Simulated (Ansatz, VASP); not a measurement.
## InP in VASP and in Ansatz

INCAR

```
SYSTEM = InP
ALGO = Normal
EDIFF = 1E-6
EDIFFG = -0.001
ENCUT = 600
GGA = PS
IBRION = 2
ISIF = 3
ISMEAR = 0
LASPH = .TRUE.
LCHARG = .FALSE.
LREAL = .FALSE.
LWAVE = .FALSE.
NELM = 60
NSW = 80
PREC = Accurate
SIGMA = 0.01
```

File KPOINTS:

```
k-points
0
G
  10 10 10
  0 0 0
```

The input POSCAR:

```
InP
1.0
    0.0000000000      2.9305000000      2.9305000000
    2.9305000000      0.0000000000      2.9305000000
    2.9305000000      2.9305000000      0.0000000000
In P
1 1
Direct
    0.0000000000      0.0000000000      0.0000000000
    0.2500000000      0.2500000000      0.2500000000
```

Input for Ansatz:

```yaml
crystal:
  lattice:
    - [0.0, 2.9305, 2.9305]
    - [2.9305, 0.0, 2.9305]
    - [2.9305, 2.9305, 0.0]
  atoms:
    - { symbol: In, position: [0.0, 0.0, 0.0] }
    - { symbol: P, position: [0.25, 0.25, 0.25] }
scf:
  occupations: { method: fixed }
output:
  forces: true
  stress: true
  eigenvalues: true
  write_density: true
  write_potential: true
  elf: true
  volumetric_format: npy
hamiltonian:
  xc: pbesol
relax:
  f_tol: 0.001
  max_steps: 60
  cell: { stress_tol: 0.03 }
kpoints:
  mp_grid: { grid: [10, 10, 10] }
```

Alike in both runs: task relaxation of cell and atoms; functional PBEsol; k mesh 10 × 10 × 10; no spin polarisation.

|  | VASP | Ansatz |
| --- | --- | --- |
| version | VASP 6.6.1 | Ansatz 0.2.0 |
| potentials or method | VASP PAW PBE potentials, release 64 (In_d, P) | scalar-relativistic, plane waves, PAW |
| plane-wave cutoff (eV) | 600 | 420 |
| occupations | gaussian, width 0.01 eV | fixed |
| valence electrons in the cell | 18 | 18 |

```tsv
	VASP	Ansatz	Ansatz less VASP
gap on the k mesh at the Fermi level, each at its own relaxed structure (eV)	0.57	0.57	+0.003
relaxed volume (Å³/atom)	25.40	25.39	-0.007
relaxed cell length with the largest relative difference (Å)	4.157	4.157	-0.0004
```

VASP's potentials were made for PBE, not for PBEsol.
